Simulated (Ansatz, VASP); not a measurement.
**LiAlF4: VASP beside Ansatz**

Contents of INCAR:

```
SYSTEM = LiAlF4
ALGO = Normal
EDIFF = 1E-6
ENCUT = 520
GGA = PE
ISIF = 2
ISMEAR = 0
LASPH = .TRUE.
LCHARG = .FALSE.
LREAL = .FALSE.
LWAVE = .FALSE.
NBANDS = 46
NELM = 100
PREC = Accurate
SIGMA = 0.1
```

Contents of KPOINTS:

```
k-points
0
G
  4 4 2
  0 0 0
```

POSCAR

```
LiAlF4
1.0
    5.5024022000      0.0000000000      0.0000000000
    0.0000000000      5.5024022000      0.0000000000
    0.0000000000      0.0000000000      9.3819364000
Li Al F
2 2 8
Direct
    0.0000000000      0.5000000000      0.0000000000
    0.5000000000      0.0000000000      0.5000000000
    0.0000000000      0.0000000000      0.2500000000
    0.0000000000      0.0000000000      0.7500000000
    0.0000000000      0.2518710000      0.1458650000
    0.0000000000      0.7481290000      0.1458650000
    0.0000000000      0.2518710000      0.8541350000
    0.0000000000      0.7481290000      0.8541350000
    0.2518710000      0.0000000000      0.3541350000
    0.7481290000      0.0000000000      0.3541350000
    0.2518710000      0.0000000000      0.6458650000
    0.7481290000      0.0000000000      0.6458650000
```

Input for Ansatz:

```yaml
crystal:
  lattice:
    - [5.5024022, 0.0, 0.0]
    - [0.0, 5.5024022, 0.0]
    - [0.0, 0.0, 9.3819364]
  atoms:
    - { symbol: Li, position: [0.0, 0.5, 0.0] }
    - { symbol: Li, position: [0.5, 0.0, 0.5] }
    - { symbol: Al, position: [0.0, 0.0, 0.25] }
    - { symbol: Al, position: [0.0, 0.0, 0.75] }
    - { symbol: F, position: [0.0, 0.251871, 0.145865] }
    - { symbol: F, position: [0.0, 0.748129, 0.145865] }
    - { symbol: F, position: [0.0, 0.251871, 0.854135] }
    - { symbol: F, position: [0.0, 0.748129, 0.854135] }
    - { symbol: F, position: [0.251871, 0.0, 0.354135] }
    - { symbol: F, position: [0.748129, 0.0, 0.354135] }
    - { symbol: F, position: [0.251871, 0.0, 0.645865] }
    - { symbol: F, position: [0.748129, 0.0, 0.645865] }
basis:
  ecutwfc: 420
kpoints:
  mp_grid: { grid: [4, 4, 2] }
hamiltonian:
  xc: pbe
scf:
  occupations: { method: gaussian, width: 0.1 }
  lower_state_search: "off"
output:
  forces: true
  stress: true
  eigenvalues: true
```

Alike in both runs: task single point; functional PBE; k mesh 4 × 4 × 2; occupations gaussian, width 0.1 eV; no spin polarisation.

```csv
,VASP,Ansatz
version,VASP 6.6.1,Ansatz 0.2.0
potentials or method,"VASP PAW PBE potentials, release 64 (Li_sv, Al, F), cutoff 520 eV","scalar-relativistic, plane waves, PAW"
valence electrons in the cell,68,68
```

VASP gave:

```
gap on the k mesh at the Fermi level (eV) : 6.65
least direct gap on the mesh (eV)         : 6.66
rms of the force components (eV/Å)        : 0.037
```

Problem. Estimate Ansatz's values.

Solution. gap on the k mesh at the Fermi level (eV): 6.66; least direct gap on the mesh (eV): 6.67; rms of the force components (eV/Å): 0.000.

Atom by atom the forces differ by 0.037 eV/Å (rms over components). The functional is the same, so the differences come from potentials, cutoffs and numerics.

Noted on VASP's run: the cutoff is short for stress, so the pressure is rough.
